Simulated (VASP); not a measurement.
**BiS: single point with HSE06**

BiS:

```xyz
2
Lattice="2.0711 1.1958 3.4471 -2.0711 1.1958 3.4471 0.0000 -2.3915 3.4471" Properties=species:S:1:pos:R:3 pbc="T T T"
Bi    0.0000    0.0000    0.0000
S     0.0000    0.0000    5.1707
```

```
Program                            : VASP 6.6.1
Task                               : single point
Functional                         : HSE06
Potentials or basis                : VASP PAW PBE potentials, release 64 (Bi_d, S)
Cutoff                             : 520 eV
k mesh                             : 4 × 4 × 4
Occupations                        : fermi-dirac, width 0.05 eV
Spin                               : no spin polarisation
Dipole correction                  : no
Grid for exact exchange (PRECFOCK) : Normal
Further INCAR settings             : ALGO = Normal; EDIFF = 1e-06; NBANDS = 18
Share of exact exchange            : 0.25
Screening parameter                : 0.2079 1/Å
```

```yaml
Pressure: -0.2 GPa
Band_gap_on_the_k_mesh: zero (an odd number of electrons rules out a gap without spin polarisation)
```

Levels at points of the mesh, in eV from the Fermi level:
```csv
k point,band 8,band 9,band 10,band 11,band 12,band 13
"(0.00, 0.00, 0.00)",-4.43,-4.25,-4.25,3.07,3.07,3.11
"(0.50, 0.00, 0.00)",-3.87,-3.80,-2.42,-1.75,-0.49,-0.41
"(0.50, 0.50, 0.00)",-7.88,-5.95,-5.81,2.48,3.92,3.93
"(0.50, 0.50, 0.50)",-3.76,-3.76,-2.31,-1.58,-0.29,-0.29
```

It took 28 min on 1 thread of Intel Xeon 8259CL, with other jobs on the host, peak memory 0.29 GiB.

Caveat: the k points lie up to 0.46 Å⁻¹ apart, too coarse for converged energies and pressures of a metal; the PAW data sets were made with another functional, which shifts forces and pressure a little; spin-orbit coupling is left out, which moves the levels of the heavy elements.
